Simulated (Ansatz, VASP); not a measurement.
## Two plane-wave programs on ZnS

The input INCAR:

```
ALGO = Normal
EDIFF = 1E-7
ENCUT = 520
GGA = PE
ISIF = 2
ISMEAR = 0
LASPH = True
LCHARG = True
LELF = True
LREAL = False
LVHAR = True
LWAVE = False
NBANDS = 26
NELM = 80
PREC = Accurate
SIGMA = 0.05
```

KPOINTS

```
k-points
0
Gamma
  9 9 4
```

POSCAR

```
ZnS
1.0
    3.8455587354      0.0000000000      0.0000000000
   -1.9227793677      3.3303515566      0.0000000000
    0.0000000000      0.0000000000      6.3037246812
Zn S
2 2
Direct
    0.2967301529      0.6274215606      0.0052003729
    0.7032698471      0.3725784394      0.5052003729
    0.3629123526      0.6983806252      0.3797996271
    0.6370876474      0.3016193748      0.8797996271
```

Input for Ansatz:

```yaml
crystal:
  lattice:
    - [3.8455587354, 0.0, 0.0]
    - [-1.9227793677, 3.3303515566, 0.0]
    - [0.0, 0.0, 6.3037246812]
  atoms:
    - { symbol: Zn, position: [0.2967301529, 0.6274215606, 0.0052003729] }
    - { symbol: Zn, position: [0.7032698471, 0.3725784394, 0.5052003729] }
    - { symbol: S, position: [0.3629123526, 0.6983806252, 0.3797996271] }
    - { symbol: S, position: [0.6370876474, 0.3016193748, 0.8797996271] }
basis:
  ecutwfc: 520.0
kpoints:
  mp_grid: { grid: [9, 9, 4] }
hamiltonian:
  xc: pbe
scf:
  occupations: { method: gaussian, width: 0.05 }
output:
  forces: true
  stress: true
  eigenvalues: true
  write_density: true
  write_potential: true
  elf: true
  volumetric_format: npy
```

Change from the starting cell: mode 4 frozen in at -0.065 Å and mode 5 at -0.131 Å (largest displacements).

Alike in both runs: task single point; functional PBE; k mesh 9 × 9 × 4; occupations gaussian, width 0.05 eV; no spin polarisation.

|  | VASP | Ansatz |
| --- | --- | --- |
| version | VASP 6.6.1 | Ansatz 0.2.0 |
| potentials or method | VASP PAW PBE potentials, release 64 (Zn, S), cutoff 520 eV | scalar-relativistic, plane waves, PAW |
| valence electrons in the cell | 36 | 36 |

|  | VASP | Ansatz | Ansatz less VASP |
| --- | --- | --- | --- |
| gap on the k mesh at the Fermi level (eV) | 2.02 | 2.02 | -0.002 |
| least direct gap on the mesh (eV) | 2.02 | 2.02 | -0.002 |
| pressure (GPa) | 0.0 | -0.2 | -0.16 |
| traceless stress, the component that is largest in VASP (GPa) | 0.31 | 0.31 | -0.004 |
| rms of the force components (eV/Å) | 0.082 | 0.083 | +0.0003 |

Atom by atom the forces differ by 0.001 eV/Å (rms over components).
